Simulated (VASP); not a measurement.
A run of VASP 6.6.1 is set up as follows.

File INCAR:

```
PREC = Accurate
ENCUT = 520
EDIFF = 1E-6
ISMEAR = -1
SIGMA = 0.1
LREAL = F
LASPH = T
NELM = 80
ALGO = Normal
ISIF = 2
LWAVE = F
LCHARG = F
NBANDS = 22
```

The input KPOINTS:

```
Automatic mesh
0
Gamma
  11 11 11
```

The input POSCAR:

```
BiW
1.0
    3.2582036885      0.0000000000      0.0000000000
    0.0000000000      3.2582036885      0.0000000000
    0.0000000000      0.0000000000      3.2582036885
W Bi
1 1
Direct
    0.0000000000      0.0000000000      0.0000000000
    0.5000000000      0.5000000000      0.5000000000
```

Potentials or basis: VASP PAW LDA potentials, release 64 (W_sv, Bi_d).

Command:

```sh
$ cat potpaw_LDA.64/W_sv/POTCAR potpaw_LDA.64/Bi_d/POTCAR > POTCAR
$ mpirun -np 1 vasp_std > vasp.out
```

Task: What does it give for the pressure?

Result: 24.0 GPa.
